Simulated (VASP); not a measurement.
# GaO3 (Im-3m) in VASP: further runs

The runs below take GaO3 through single point, with PBE.

All numbers are computed with VASP 6.6.1; they aren't measurements. Logs are shortened: lines on timing, memory, paths and dates and some standing lists are left out, and cuts for length are marked.

## Step 1: The cell of the first run

It takes space group Im-3m (No. 229, cubic). The conventional cell has a = 4.151 Å, b = 4.151 Å, c = 4.151 Å, α = 90.00°, β = 90.00°, γ = 90.00°. Within 2.7 Å of Ga (site symmetry m-3m) lie 6 O at 2.08 Å. Within 2.7 Å of O (site symmetry 4/mmm) lie 2 Ga at 2.08 Å and 4 O at 2.08 Å.

## Step 2: Single point, PBE

The input, INCAR:

```
PREC = Accurate
ENCUT = 520
EDIFF = 1E-6
ISMEAR = 0
SIGMA = 0.1
LREAL = F
LASPH = T
NELM = 60
ALGO = Normal
ISIF = 2
LWAVE = F
LCHARG = T
GGA = PE
LELF = T
LVHAR = T
NBANDS = 24
```

The input, KPOINTS:

```
regular mesh
0
Gamma
  6 6 6
```

The input, POSCAR:

```
GaO3
1.0
   -2.0756032194      2.0756032194      2.0756032194
    2.0756032194     -2.0756032194      2.0756032194
    2.0756032194      2.0756032194     -2.0756032194
Ga O
1 3
Direct
    0.0000000000      0.0000000000      0.0000000000
    0.0000000000      0.5000000000      0.5000000000
    0.5000000000      0.0000000000      0.5000000000
    0.5000000000      0.5000000000      0.0000000000
```

Potentials or basis: VASP PAW PBE potentials, release 64 (Ga_d, O).

Started as:

```bash
$ cat potpaw_PBE.64/Ga_d/POTCAR potpaw_PBE.64/O/POTCAR > POTCAR
$ mpirun -np 1 vasp_std > vasp.out
```

OUTCAR:

```text
PREC = Accurate
   ENCUT = 520
   EDIFF = 1E-6
   ISMEAR = 0
   LREAL = F
   LASPH = T
   NELM = 60
   ISIF = 2
   GGA = PE

 ion  position               nearest neighbor table
   1  0.000  0.000  0.000-   2 2.08   3 2.08   4 2.08   2 2.08   3 2.08   4 2.08
   2  0.000  0.500  0.500-   1 2.08   1 2.08
   3  0.500  0.000  0.500-   1 2.08   1 2.08
   4  0.500  0.500  0.000-   1 2.08   1 2.08

  LATTYP: Found a body centered cubic cell.
 ALAT       =     4.1512064388

  Lattice vectors:

 A1 = (  -2.0756032194,   2.0756032194,   2.0756032194)
 A2 = (   2.0756032194,  -2.0756032194,   2.0756032194)
 A3 = (   2.0756032194,   2.0756032194,  -2.0756032194)

Analysis of symmetry for initial positions (statically):
=====================================================================
 Subroutine PRICEL returns:
 Original cell was already a primitive cell.

 Routine SETGRP: Setting up the symmetry group for a
 body centered cubic supercell.

 Subroutine GETGRP returns: Found 48 space group operations
 (whereof 48 operations were pure point group operations)
 out of a pool of 48 trial point group operations.

The static configuration has the point symmetry O_h .

Analysis of symmetry for dynamics (positions and initial velocities):
=====================================================================
 Subroutine PRICEL returns:
 Original cell was already a primitive cell.

 Routine SETGRP: Setting up the symmetry group for a
 body centered cubic supercell.

 Subroutine GETGRP returns: Found 48 space group operations
 (whereof 48 operations were pure point group operations)
 out of a pool of 48 trial point group operations.

The dynamic configuration has the point symmetry O_h .

 Subroutine INISYM returns: Found 48 space group operations
 (whereof 48 operations are pure point group operations),
 and found     1 'primitive' translations

----------------------------------------------------------------------------------------

                                     Primitive cell

  volume of cell :      35.7679

  direct lattice vectors                    reciprocal lattice vectors
    -2.075603219  2.075603219  2.075603219     0.000000000  0.240893826  0.240893826
     2.075603219 -2.075603219  2.075603219     0.240893826  0.000000000  0.240893826
     2.075603219  2.075603219 -2.075603219     0.240893826  0.240893826  0.000000000

  length of vectors
     3.595050232  3.595050232  3.595050232     0.340675315  0.340675315  0.340675315

  position of ions in fractional coordinates (direct lattice)
     0.000000000  0.000000000  0.000000000
     0.000000000  0.500000000  0.500000000
     0.500000000  0.000000000  0.500000000
     0.500000000  0.500000000  0.000000000

  ion indices of the primitive-cell ions
   primitive index   ion index
                 1           1
                 2           2
                 3           3
                 4           4

----------------------------------------------------------------------------------------

 KPOINTS: regular mesh

Automatic generation of k-mesh.
 Grid dimensions read from file:
 generate k-points for:    6    6    6

 Generating k-lattice:

  Cartesian coordinates                     Fractional coordinates (reciprocal lattice)
     0.000000000  0.040148971  0.040148971     0.166666667  0.000000000  0.000000000
     0.040148971  0.000000000  0.040148971     0.000000000  0.166666667  0.000000000
     0.040148971  0.040148971  0.000000000     0.000000000  0.000000000  0.166666667

  Length of vectors
     0.056779219  0.056779219  0.056779219

  Shift w.r.t. Gamma in fractional coordinates (k-lattice)
     0.000000000  0.000000000  0.000000000

 Subroutine IBZKPT returns following result:
 ===========================================

 Found     16 irreducible k-points:

 Following reciprocal coordinates:
            Coordinates               Weight
  0.000000  0.000000  0.000000      1.000000
  0.166667  0.000000  0.000000     12.000000
  0.333333  0.000000  0.000000     12.000000
  0.500000  0.000000  0.000000      6.000000
  0.166667  0.166667  0.000000     24.000000
  0.333333  0.166667 -0.000000     48.000000
[... 8 lines left out ...]
  0.500000  0.500000  0.333333     12.000000
  0.500000  0.500000  0.500000      1.000000
   k-points           NKPTS =     16   k-points in BZ     NKDIM =     16   number of bands    NBANDS=     24
   number of dos      NEDOS =    301   number of ions     NIONS =      4
   total plane-waves  NPLWV =  21952
   dimension x,y,z NGX =    28 NGY =   28 NGZ =   28
   dimension x,y,z NGXF=    56 NGYF=   56 NGZF=   56
   ions per type =               1   3
   NGX,Y,Z   is equivalent  to a cutoff of  12.95, 12.95, 12.95 a.u.
   NGXF,Y,Z  is equivalent  to a cutoff of  25.90, 25.90, 25.90 a.u.
 SYSTEM =  unknown system
   PREC   = accura    normal or accurate (medium, high low for compatibility)
   ISTART =      0    job   : 0-new  1-cont  2-samecut
   ICHARG =      2    charge: 1-file 2-atom 10-const
   ISPIN  =      1    spin polarized calculation?
   LNONCOLLINEAR =      F non collinear calculations
   LSORBIT =      F    spin-orbit coupling
   LASPH  =      T    aspherical Exc in radial PAW
   ENCUT  =  520.0 eV  38.22 Ry    6.18 a.u.   6.68  6.68  6.68*2*pi/ulx,y,z
   NELM   =     60;   NELMIN=  2; NELMDL= -5     # of ELM steps
   EDIFF  = 0.1E-05   stopping-criterion for ELM
   LREAL  =      F    real-space projection
   EDIFFG = 0.1E-04   stopping-criterion for IOM
   NSW    =      0    number of steps for IOM
   IBRION =     -1    ionic relax: 0-MD 1-quasi-New 2-CG
   NFREE  =      0    steps in history (QN), initial steepest desc. (CG)
   ISIF   =      2    stress and relaxation
   ISYM   =      2    0-nonsym 1-usesym 2-fastsym
   POTIM  = 0.5000    time-step for ionic-motion
   TEBEG  =    0.0;   TEEND  =   0.0 temperature during run
   PSTRESS=    0.0 pullay stress
   NELECT =      31.0000    total number of electrons
   NUPDOWN=      -1.0000    fix difference up-down
   EMIN   =  10.00;   EMAX   =-10.00  energy-range for DOS
   EFERMI =   0.00;   METHOD = LEGACY
   ISMEAR =     0;   SIGMA  =   0.10  broadening in eV -4-tet -1-fermi 0-gaus
   EFERMI_NEDOS =   21; number of points for ismear=-14 and -15
   IALGO  =     38    algorithm
   IMIX   =      4    mixing-type and parameters
     AMIX     =   0.40;   BMIX     =  1.00
     AMIX_MAG =   1.60;   BMIX_MAG =  1.00
  volume/ion in A,a.u.               =       8.94        60.34
  Fermi-wavevector in a.u.,A,eV,Ry     =   1.560862  2.949601 33.147723  2.436289
  Thomas-Fermi vector in A             =   2.664011
   LORBIT       =      0    0 simple, 1 ext, 2 COOP (PROOUT), +10 PAW based schemes
   GGA     = PE    functional components
   LHFCALC =     F    Hartree Fock is set to
   AEXX    =    0.0000 exact exchange contribution
   IVDW    =     0    specifies the selected vdW correction
   LEPSILON=     F    determine dielectric tensor
   LRPA    =     F    only Hartree local field effects (RPA)
 non-spin polarized calculation
 Gauss-broadening in eV      SIGMA  =   0.10
  energy-cutoff  :      520.00
  volume of cell :       35.77
 maximum number of plane-waves:       978
   NGX = 13   NGY = 13   NGZ = 13

 number of electron      30.9999970 magnetization

 Free energy of the ion-electron system (eV)
  ---------------------------------------------------
  ext. energy  EPLUGINS =         0.00000000
  ---------------------------------------------------
  free energy    TOTEN  =       -18.26310122 eV

  energy without entropy =      -18.26155100  energy(sigma->0) =      -18.26232611

 E-fermi :   5.2705     XC(G=0): -12.2828

 val. band max:        5.1514171003   @ k =  -0.3333   0.3333   0.3333
 cond. band min:       5.7637344716   @ k =   0.5000   0.5000   0.5000
 fundamental gap:      0.6123173713
 Fermi energy:         5.2705306581

 k-point     1 :       0.0000    0.0000    0.0000
  band No.  band energies     occupation
      1     -15.8702      2.00000
      2     -11.5336      2.00000
      3     -11.5336      2.00000
      4      -9.2337      2.00000
      5      -9.2337      2.00000
      6      -9.2337      2.00000
[... 16 lines left out ...]
     23      18.7757      0.00000
     24      18.7757      0.00000

 k-point     2 :       0.1667    0.0000    0.0000
  band No.  band energies     occupation
      1     -15.5951      2.00000
      2     -11.7857      2.00000
      3     -11.4977      2.00000
      4      -9.2457      2.00000
      5      -9.2371      2.00000
      6      -9.2191      2.00000
[... 16 lines left out ...]
     23      19.1696      0.00000
     24      19.9075      0.00000

 k-point     3 :       0.3333    0.0000    0.0000
  band No.  band energies     occupation
      1     -14.8415      2.00000
      2     -12.5087      2.00000
      3     -11.4041      2.00000
      4      -9.2697      2.00000
      5      -9.2419      2.00000
      6      -9.1893      2.00000
[... 16 lines left out ...]
     23      21.2304      0.00000
     24      22.8442      0.00000

 k-point     4 :       0.5000    0.0000    0.0000
  band No.  band energies     occupation
      1     -14.0803      2.00000
      2     -13.2624      2.00000
      3     -11.3416      2.00000
      4      -9.4194      2.00000
      5      -9.2818      2.00000
      6      -9.2527      2.00000
[... 16 lines left out ...]
     23      22.7615      0.00000
     24      26.5688      0.00000

 k-point     5 :       0.1667    0.1667    0.0000
  band No.  band energies     occupation
      1     -15.0787      2.00000
      2     -12.2202      2.00000
      3     -11.4977      2.00000
      4      -9.2598      2.00000
      5      -9.2437      2.00000
      6      -9.1983      2.00000
[... 16 lines left out ...]
     23      20.8350      0.00000
     24      21.2787      0.00000

 k-point     6 :       0.3333    0.1667   -0.0000
  band No.  band energies     occupation
      1     -14.2168      2.00000
      2     -12.9761      2.00000
      3     -11.5440      2.00000
      4      -9.3556      2.00000
      5      -9.2511      2.00000
      6      -9.2388      2.00000
[... 16 lines left out ...]
     23      22.8810      0.00000
     24      24.3309      0.00000

 k-point     7 :       0.3333    0.3333    0.0000
  band No.  band energies     occupation
      1     -13.4984      2.00000
      2     -13.4984      2.00000
      3     -11.7731      2.00000
      4      -9.2869      2.00000
      5      -9.2869      2.00000
      6      -9.2279      2.00000
[... 16 lines left out ...]
     23      24.9313      0.00000
     24      24.9319      0.00000

 k-point     8 :       0.1667    0.1667    0.1667
  band No.  band energies     occupation
      1     -14.3526      2.00000
      2     -12.2353      2.00000
      3     -12.2353      2.00000
      4      -9.2912      2.00000
      5      -9.2912      2.00000
      6      -9.1831      2.00000
[... 16 lines left out ...]
     23      21.4671      0.00000
     24      22.5148      0.00000

 k-point     9 :       0.3333    0.1667    0.1667
  band No.  band energies     occupation
      1     -13.5533      2.00000
      2     -13.0365      2.00000
      3     -12.2413      2.00000
      4      -9.4181      2.00000
      5      -9.3356      2.00000
      6      -9.2213      2.00000
[... 16 lines left out ...]
     23      23.2176      0.00000
     24      25.0197      0.00000

 k-point    10 :      -0.1667    0.1667    0.1667
  band No.  band energies     occupation
      1     -15.3429      2.00000
      2     -12.2110      2.00000
      3     -11.2257      2.00000
      4      -9.2375      2.00000
      5      -9.2375      2.00000
      6      -9.2195      2.00000
[... 16 lines left out ...]
     23      21.0132      0.00000
     24      21.0132      0.00000

 k-point    11 :      -0.3333    0.3333    0.1667
  band No.  band energies     occupation
      1     -14.6681      2.00000
      2     -12.8371      2.00000
      3     -11.1328      2.00000
      4      -9.2771      2.00000
      5      -9.2491      2.00000
      6      -9.2123      2.00000
[... 16 lines left out ...]
     23      22.8339      0.00000
     24      23.4897      0.00000

 k-point    12 :       0.5000    0.5000    0.1667
  band No.  band energies     occupation
      1     -14.0132      2.00000
      2     -13.4035      2.00000
      3     -11.2003      2.00000
      4      -9.2760      2.00000
      5      -9.2571      2.00000
      6      -9.2225      2.00000
[... 16 lines left out ...]
     23      23.8261      0.00000
     24      24.4615      0.00000

 k-point    13 :      -0.3333    0.5000    0.1667
  band No.  band energies     occupation
      1     -14.0386      2.00000
      2     -13.3880      2.00000
      3     -11.1593      2.00000
      4      -9.2337      2.00000
      5      -9.2124      2.00000
      6      -9.2063      2.00000
[... 16 lines left out ...]
     23      24.0580      0.00000
     24      24.1977      0.00000

 k-point    14 :      -0.3333    0.3333    0.3333
  band No.  band energies     occupation
      1     -14.2474      2.00000
      2     -13.3323      2.00000
      3     -10.8830      2.00000
      4      -9.2109      2.00000
      5      -9.2109      2.00000
      6      -9.1918      2.00000
[... 16 lines left out ...]
     23      23.9060      0.00000
     24      23.9060      0.00000

 k-point    15 :       0.5000    0.5000    0.3333
  band No.  band energies     occupation
      1     -13.8767      2.00000
      2     -13.6774      2.00000
      3     -10.8518      2.00000
      4      -9.2054      2.00000
      5      -9.1943      2.00000
      6      -9.1772      2.00000
[... 16 lines left out ...]
     23      23.1298      0.00000
     24      23.5002      0.00000

 k-point    16 :       0.5000    0.5000    0.5000
  band No.  band energies     occupation
      1     -13.8074      2.00000
      2     -13.8074      2.00000
      3     -10.6510      2.00000
      4      -9.1783      2.00000
      5      -9.1783      2.00000
      6      -9.1783      2.00000
[... 16 lines left out ...]
     23      22.6875      0.00000
     24      22.6875      0.00000

------------------------ aborting loop because EDIFF is reached ----------------------------------------

  FORCE on cell =-STRESS in cart. coord.  units (eV):
  Direction    XX          YY          ZZ          XY          YZ          ZX
  --------------------------------------------------------------------------------------
  -------------------------------------------------------------------------------------
  Total        0.0836722      0.0836722      0.0836722     -0.0000000     -0.0000000      0.0000000
  in kB        3.7479948      3.7479948      3.7479948     -0.0000000     -0.0000000      0.0000000
  external PRESSURE =       3.7479948 kB  Pullay stress =       0.0000000 kB

 VOLUME and BASIS-vectors are now :
 -----------------------------------------------------------------------------
  energy-cutoff  :      520.00
  volume of cell :       35.77
      direct lattice vectors                 reciprocal lattice vectors
    -2.075603219  2.075603219  2.075603219     0.000000000  0.240893826  0.240893826
     2.075603219 -2.075603219  2.075603219     0.240893826  0.000000000  0.240893826
     2.075603219  2.075603219 -2.075603219     0.240893826  0.240893826  0.000000000

 POSITION                                       TOTAL-FORCE (eV/Angst)
 -----------------------------------------------------------------------------------
      0.00000      0.00000      0.00000         0.000000     -0.000000     -0.000000
      2.07560      0.00000      0.00000        -0.000000      0.000000      0.000000
      0.00000      2.07560      0.00000        -0.000000     -0.000000     -0.000000
      0.00000      0.00000      2.07560         0.000000      0.000000      0.000000
 -----------------------------------------------------------------------------------
    total drift:                                0.000000      0.000000     -0.000000

  FREE ENERGIE OF THE ION-ELECTRON SYSTEM (eV)
  ---------------------------------------------------
  free  energy   TOTEN  =       -18.2631012198 eV

  energy  without entropy=      -18.2615509987  energy(sigma->0) =      -18.26232611
```

Wall time 39 s (1 thread of AMD EPYC, shared host); peak memory 0.13 GiB.

Results:

```yaml
Free_energy: -18.2631 eV
Pressure: 0.4 GPa
```

Levels at points of the mesh, in eV from the Fermi level:
| k point | band 11 | band 12 | band 13 | band 14 | band 15 | band 16 | band 17 | band 18 | band 19 | band 20 |
| --- | --- | --- | --- | --- | --- | --- | --- | --- | --- | --- |
| (0.00, 0.00, 0.00) | -5.29 | -4.38 | -4.38 | -4.38 | -0.31 | 1.56 | 1.56 | 1.56 | 10.34 | 10.34 |
| (0.50, 0.00, 0.00) | -4.88 | -2.85 | -2.45 | -2.09 | -2.01 | -1.30 | 1.69 | 5.35 | 7.29 | 9.42 |
| (0.50, 0.50, 0.50) | -7.74 | -2.85 | -2.85 | -2.85 | 0.49 | 1.75 | 1.75 | 1.75 | 11.39 | 11.39 |

Caveat: an odd number of electrons without spin polarisation forces a metal; a magnetic or distorted state may lie lower.

## Step 3: Single point, PBE

This run uses another cell than the first one, of 13.07 Å³/atom, 1.462 times its volume.

The input, INCAR:

```
SYSTEM = GaO3
ALGO     = Normal         ! electronic algorithm
EDIFF    = 1E-7           ! SCF threshold, eV
ENCUT    = 520            ! plane-wave cutoff, eV
GGA      = PE             ! functional
ISIF     = 2              ! what is computed and relaxed
ISMEAR   = 0              ! smearing method
LASPH    = .True.         ! aspherical terms in the spheres
LCHARG   = .False.        ! write CHGCAR
LREAL    = .False.        ! projectors in reciprocal space
LWAVE    = .False.        ! write WAVECAR
NBANDS   = 24             ! bands
NELM     = 100            ! most SCF steps
PREC     = Accurate       ! precision mode
SIGMA    = 0.1            ! smearing width, eV
```

The input, KPOINTS:

```
k-points
0
Gamma
  6 6 6
  0 0 0
```

The input, POSCAR:

```
GaO3
1.0
   -2.3556699200      2.3556699200      2.3556699200
    2.3556699200     -2.3556699200      2.3556699200
    2.3556699200      2.3556699200     -2.3556699200
Ga O
1 3
Direct
    0.0000000000      0.0000000000      0.0000000000
    0.0000000000      0.5000000000      0.5000000000
    0.5000000000      0.0000000000      0.5000000000
    0.5000000000      0.5000000000      0.0000000000
```

Potentials or basis: VASP PAW PBE potentials, release 64 (Ga_d, O).

Started as:

```bash
$ cat potpaw_PBE.64/Ga_d/POTCAR potpaw_PBE.64/O/POTCAR > POTCAR
$ mpirun -np 1 vasp_std > vasp.out
```

Run time: 52 s. Hardware: 1 thread of AMD EPYC, shared host; peak memory 0.14 GiB.

Results (log left out):

```
Free energy : -16.2262 eV
Pressure    : -27.6 GPa
```

Levels at points of the mesh, in eV from the Fermi level:
| k point | band 12 | band 13 | band 14 | band 15 | band 16 | band 17 | band 18 | band 19 |
| --- | --- | --- | --- | --- | --- | --- | --- | --- |
| (0.00, 0.00, 0.00) | -2.72 | -2.72 | -2.72 | -1.86 | 0.97 | 0.97 | 0.97 | 9.86 |
| (0.50, 0.00, 0.00) | -1.81 | -1.54 | -1.34 | -1.22 | -0.78 | 1.04 | 2.61 | 5.72 |
| (0.50, 0.50, 0.50) | -1.77 | -1.77 | -1.77 | -1.30 | 1.07 | 1.07 | 1.07 | 8.59 |

Caveat: an odd number of electrons without spin polarisation forces a metal; a magnetic or distorted state may lie lower.
